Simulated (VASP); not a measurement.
# Ca (I4/mmm) in VASP: further runs

The runs below take Ca through relaxation of shape and atoms at fixed volume, relaxation of cell and atoms, with PBE.

All numbers are computed with VASP 6.6.1; they aren't measurements. Logs are shortened: lines on timing, memory, paths and dates and some standing lists are left out, and cuts for length are marked.

**1. The cell of the first run**

It takes space group I4/mmm (No. 139, tetragonal). Conventional cell: a = 4.396 Å, b = 4.396 Å, c = 4.094 Å, α = 90.00°, β = 90.00°, γ = 90.00°. Ca (site symmetry 4/mmm) has 14 Ca at 3.72 to 4.40 Å within 4.9 Å.

**2. Relaxation of shape and atoms at fixed volume, PBE (39.56 Å³/atom)**

Contents of INCAR:

```
ALGO = Fast
EDIFF = 1E-7
EDIFFG = -0.01
ENCUT = 600
GGA = PE
IBRION = 2
ISIF = 4
ISMEAR = 0
LASPH = T
LCHARG = F
LREAL = F
LWAVE = F
NELM = 60
NSW = 50
PREC = Accurate
SIGMA = 0.1
```

Contents of KPOINTS:

```
k-points
0
Gamma
  18 18 18
```

Contents of POSCAR:

```
Ca
1.0
   -2.1979751598      2.1979751598      2.0471697359
    2.1979751598     -2.1979751598      2.0471697359
    2.1979751598      2.1979751598     -2.0471697359
Ca
1
Direct
    0.0000000000      0.0000000000      0.0000000000
```

Potentials or basis: VASP PAW PBE potentials, release 64 (Ca_sv).

Started as:

```bash
$ cat potpaw_PBE.64/Ca_sv/POTCAR > POTCAR
$ mpirun -np 1 vasp_std > vasp.out
```

OUTCAR:

```text
EDIFF = 1E-7
   EDIFFG = -0.01
   ENCUT = 600
   GGA = PE
   IBRION = 2
   ISIF = 4
   ISMEAR = 0
   LASPH = T
   LREAL = F
   NELM = 60
   NSW = 50
   PREC = Accurate

 ion  position               nearest neighbor table
   1  0.000  0.000  0.000-

  LATTYP: Found a body centered tetragonal cell.
 ALAT       =     4.3959503196
 C/A-ratio  =     0.9313889317

  Lattice vectors:

 A1 = (  -2.1979751598,   2.1979751598,   2.0471697359)
 A2 = (   2.1979751598,  -2.1979751598,   2.0471697359)
 A3 = (   2.1979751598,   2.1979751598,  -2.0471697359)

Analysis of symmetry for initial positions (statically):
=====================================================================
 Subroutine PRICEL returns:
 Original cell was already a primitive cell.

 Routine SETGRP: Setting up the symmetry group for a
 body centered tetragonal supercell.

 Subroutine GETGRP returns: Found 16 space group operations
 (whereof 16 operations were pure point group operations)
 out of a pool of 16 trial point group operations.

The static configuration has the point symmetry D_4h.

Analysis of symmetry for dynamics (positions and initial velocities):
=====================================================================
 Subroutine PRICEL returns:
 Original cell was already a primitive cell.

 Routine SETGRP: Setting up the symmetry group for a
 body centered tetragonal supercell.

 Subroutine GETGRP returns: Found 16 space group operations
 (whereof 16 operations were pure point group operations)
 out of a pool of 16 trial point group operations.

The dynamic configuration has the point symmetry D_4h.

 Subroutine INISYM returns: Found 16 space group operations
 (whereof 16 operations are pure point group operations),
 and found     1 'primitive' translations

----------------------------------------------------------------------------------------

                                     Primitive cell

  volume of cell :      39.5603

  direct lattice vectors                    reciprocal lattice vectors
    -2.197975160  2.197975160  2.047169736     0.000000000  0.227482098  0.244239640
     2.197975160 -2.197975160  2.047169736     0.227482098  0.000000000  0.244239640
     2.197975160  2.197975160 -2.047169736     0.227482098  0.227482098  0.000000000

  length of vectors
     3.721974413  3.721974413  3.721974413     0.333768043  0.333768043  0.321708268

  position of ions in fractional coordinates (direct lattice)
     0.000000000  0.000000000  0.000000000

  ion indices of the primitive-cell ions
   primitive index   ion index
                 1           1

----------------------------------------------------------------------------------------

 KPOINTS: k-points

Automatic generation of k-mesh.
 Grid dimensions read from file:
 generate k-points for:   18   18   18

 Generating k-lattice:

  Cartesian coordinates                     Fractional coordinates (reciprocal lattice)
     0.000000000  0.012637894  0.013568869     0.055555556  0.000000000 -0.000000000
     0.012637894  0.000000000  0.013568869     0.000000000  0.055555556 -0.000000000
     0.012637894  0.012637894  0.000000000     0.000000000  0.000000000  0.055555556

  Length of vectors
     0.018542669  0.018542669  0.017872682

  Shift w.r.t. Gamma in fractional coordinates (k-lattice)
     0.000000000  0.000000000  0.000000000

 Subroutine IBZKPT returns following result:
 ===========================================

 Found    480 irreducible k-points:

 Following reciprocal coordinates:
            Coordinates               Weight
  0.000000  0.000000  0.000000      1.000000
  0.055556  0.000000  0.000000      8.000000
  0.111111  0.000000  0.000000      8.000000
  0.166667  0.000000  0.000000      8.000000
  0.222222  0.000000  0.000000      8.000000
  0.277778 -0.000000  0.000000      8.000000
[... 16 lines left out ...]
 -0.277778  0.055556 -0.000000     16.000000
 -0.222222  0.055556  0.000000     16.000000
 [... further k-points ...]
   k-points           NKPTS =    480   k-points in BZ     NKDIM =    480   number of bands    NBANDS=      9
   number of dos      NEDOS =    301   number of ions     NIONS =      1
   total plane-waves  NPLWV =  27000
   dimension x,y,z NGX =    30 NGY =   30 NGZ =   30
   dimension x,y,z NGXF=    60 NGYF=   60 NGZF=   60
   ions per type =               1
   NGX,Y,Z   is equivalent  to a cutoff of  13.40, 13.40, 13.40 a.u.
   NGXF,Y,Z  is equivalent  to a cutoff of  26.80, 26.80, 26.80 a.u.
 SYSTEM =  unknown system
   PREC   = accura    normal or accurate (medium, high low for compatibility)
   ISTART =      0    job   : 0-new  1-cont  2-samecut
   ICHARG =      2    charge: 1-file 2-atom 10-const
   ISPIN  =      1    spin polarized calculation?
   LNONCOLLINEAR =      F non collinear calculations
   LSORBIT =      F    spin-orbit coupling
   LASPH  =      T    aspherical Exc in radial PAW
   ENCUT  =  600.0 eV  44.10 Ry    6.64 a.u.   7.43  7.43  7.43*2*pi/ulx,y,z
   NELM   =     60;   NELMIN=  2; NELMDL= -5     # of ELM steps
   EDIFF  = 0.1E-06   stopping-criterion for ELM
   LREAL  =      F    real-space projection
   EDIFFG = -.1E-01   stopping-criterion for IOM
   NSW    =     50    number of steps for IOM
   IBRION =      2    ionic relax: 0-MD 1-quasi-New 2-CG
   NFREE  =      1    steps in history (QN), initial steepest desc. (CG)
   ISIF   =      4    stress and relaxation
   ISYM   =      2    0-nonsym 1-usesym 2-fastsym
   POTIM  = 0.5000    time-step for ionic-motion
   TEBEG  =    0.0;   TEEND  =   0.0 temperature during run
   PSTRESS=    0.0 pullay stress
   NELECT =      10.0000    total number of electrons
   NUPDOWN=      -1.0000    fix difference up-down
   EMIN   =  10.00;   EMAX   =-10.00  energy-range for DOS
   EFERMI =   0.00;   METHOD = LEGACY
   ISMEAR =     0;   SIGMA  =   0.10  broadening in eV -4-tet -1-fermi 0-gaus
   EFERMI_NEDOS =   21; number of points for ismear=-14 and -15
   IALGO  =     68    algorithm
   IMIX   =      4    mixing-type and parameters
     AMIX     =   0.40;   BMIX     =  1.00
     AMIX_MAG =   1.60;   BMIX_MAG =  1.00
  volume/ion in A,a.u.               =      39.56       266.97
  Fermi-wavevector in a.u.,A,eV,Ry     =   1.035114  1.956083 14.578124  1.071462
  Thomas-Fermi vector in A             =   2.169442
   LORBIT       =      0    0 simple, 1 ext, 2 COOP (PROOUT), +10 PAW based schemes
   GGA     = PE    functional components
   LHFCALC =     F    Hartree Fock is set to
   AEXX    =    0.0000 exact exchange contribution
   IVDW    =     0    specifies the selected vdW correction
   LEPSILON=     F    determine dielectric tensor
   LRPA    =     F    only Hartree local field effects (RPA)
 conjugate gradient relaxation of ions
 non-spin polarized calculation
 RMM-DIIS sequential band-by-band and
 Gauss-broadening in eV      SIGMA  =   0.10
  energy-cutoff  :      600.00
  volume of cell :       39.56
 maximum number of plane-waves:      1347
 NGX is ok and might be reduce to    30
   NGX = 15   NGY = 15   NGZ = 15

 number of electron      10.0000001 magnetization

 Free energy of the ion-electron system (eV)
  ---------------------------------------------------
  ext. energy  EPLUGINS =         0.00000000
  ---------------------------------------------------
  free energy    TOTEN  =        -1.90784719 eV

  energy without entropy =       -1.90088130  energy(sigma->0) =       -1.90436425

 E-fermi :   2.2807     XC(G=0):  -7.9358

 val. band max:        2.2792078956   @ k =  -0.3889  -0.4444   0.3889
 cond. band min:       2.2807721003   @ k =  -0.3889  -0.3889   0.2778
 fundamental gap:      0.0015642048
 Fermi energy:         2.2807326385

 k-point     1 :       0.0000    0.0000    0.0000
  band No.  band energies     occupation
      1     -39.6342      2.00000
      2     -20.5519      2.00000
      3     -20.5347      2.00000
      4     -20.5347      2.00000
      5      -1.9121      2.00000
      6       4.4380      0.00000
      7       4.7955      0.00000
      8       4.7955      0.00000
      9       5.5361      0.00000

 k-point     2 :       0.0556    0.0000    0.0000
  band No.  band energies     occupation
      1     -39.6335      2.00000
      2     -20.5554      2.00000
      3     -20.5369      2.00000
      4     -20.5365      2.00000
      5      -1.8513      2.00000
      6       4.4406      0.00000
      7       4.7694      0.00000
      8       4.7955      0.00000
      9       5.5313      0.00000

 k-point     3 :       0.1111    0.0000    0.0000
  band No.  band energies     occupation
      1     -39.6318      2.00000
      2     -20.5683      2.00000
      3     -20.5419      2.00000
      4     -20.5403      2.00000
      5      -1.6708      2.00000
      6       4.3971      0.00000
      7       4.6659      0.00000
      8       4.8553      0.00000
      9       5.6218      0.00000

 k-point     4 :       0.1667    0.0000    0.0000
  band No.  band energies     occupation
      1     -39.6290      2.00000
      2     -20.5909      2.00000
      3     -20.5500      2.00000
      4     -20.5424      2.00000
      5      -1.3771      2.00000
      6       4.2641      0.00000
      7       4.4450      0.00000
      8       5.0375      0.00000
      9       5.5790      0.00000
[... 205 lines left out ...]
 k-point    22 :      -0.3333    0.0556    0.0000
  band No.  band energies     occupation
      1     -39.6202      2.00000
      2     -20.6634      2.00000
      3     -20.5766      2.00000
      4     -20.5472      2.00000
      5      -0.2161      2.00000
      6       3.5475      0.00000
      7       3.8020      0.00000
      8       5.7156      0.00000
      9       5.9253      0.00000

 k-point    23 :      -0.2778    0.0556   -0.0000
  band No.  band energies     occupation
      1     -39.6237      2.00000
      2     -20.6343      2.00000
      3     -20.5661      2.00000
      4     -20.5459      2.00000
      5      -0.7281      2.00000
      6       3.9013      0.00000
      7       4.0006      0.00000
      8       5.5127      0.00000
      9       5.6723      0.00000

 k-point    24 :      -0.2222    0.0556    0.0000
  band No.  band energies     occupation
      1     -39.6272      2.00000
      2     -20.6049      2.00000
      3     -20.5561      2.00000
      4     -20.5441      2.00000
      5      -1.1647      2.00000
      6       4.1332      0.00000
      7       4.3000      0.00000
      8       5.2243      0.00000
      9       5.5680      0.00000

 [... further k-points ...]
[... 5 lines left out ...]
  --------------------------------------------------------------------------------------
  -------------------------------------------------------------------------------------
  Total        0.2890861      0.2890861      0.2937921      0.0000000      0.0000000      0.0000000
  in kB       11.7078831     11.7078831     11.8984754      0.0000000      0.0000000      0.0000000
  external PRESSURE =      11.7714139 kB  Pullay stress =       0.0000000 kB

 VOLUME and BASIS-vectors are now :
 -----------------------------------------------------------------------------
  energy-cutoff  :      600.00
  volume of cell :       39.56
      direct lattice vectors                 reciprocal lattice vectors
    -2.197975160  2.197975160  2.047169736     0.000000000  0.227482098  0.244239640
     2.197975160 -2.197975160  2.047169736     0.227482098  0.000000000  0.244239640
     2.197975160  2.197975160 -2.047169736     0.227482098  0.227482098  0.000000000

 POSITION                                       TOTAL-FORCE (eV/Angst)
 -----------------------------------------------------------------------------------
      0.00000      0.00000      0.00000         0.000000      0.000000     -0.000000
 -----------------------------------------------------------------------------------
    total drift:                               -0.000000     -0.000000      0.000000

  FREE ENERGIE OF THE ION-ELECTRON SYSTEM (eV)
  ---------------------------------------------------
  free  energy   TOTEN  =        -1.9078471939 eV

  energy  without entropy=       -1.9008812993  energy(sigma->0) =       -1.90436425

 reached required accuracy - stopping structural energy minimisation
```

Run time: 4.8 min. Hardware: 1 thread of Intel Xeon Platinum 8259CL at 2.50GHz (Skylake/Cascade Lake), shared host; peak memory 0.35 GiB.

What came out:

- Free energy: -1.9078 eV
- Pressure after relaxing: 1.2 GPa
- Band gap on the k mesh: zero (bands 5 and 6 overlap by 0.41 eV)

Final structure:
```
Ca
1.0
    -2.19798    2.19798    2.04717
     2.19798   -2.19798    2.04717
     2.19798    2.19798   -2.04717
Ca
1
Direct
  0.00000 0.00000 0.00000
```

Levels at points of the mesh, in eV from the Fermi level:
| k point | band 1 | band 2 | band 3 | band 4 | band 5 | band 6 | band 7 | band 8 | band 9 |
| --- | --- | --- | --- | --- | --- | --- | --- | --- | --- |
| (0.00, 0.00, 0.00) | -41.91 | -22.83 | -22.82 | -22.82 | -4.19 | 2.16 | 2.51 | 2.51 | 3.26 |
| (0.50, 0.00, 0.00) | -41.89 | -23.00 | -22.88 | -22.83 | -0.90 | 0.13 | 1.21 | 3.46 | 3.97 |
| (0.50, 0.50, 0.00) | -41.90 | -22.99 | -22.88 | -22.81 | -1.05 | -0.13 | 1.65 | 3.14 | 3.72 |
| (0.50, 0.50, 0.50) | -41.88 | -22.95 | -22.95 | -22.94 | -0.11 | 0.03 | 3.79 | 3.79 | 4.40 |

(Part 1 of 2 ends here.)
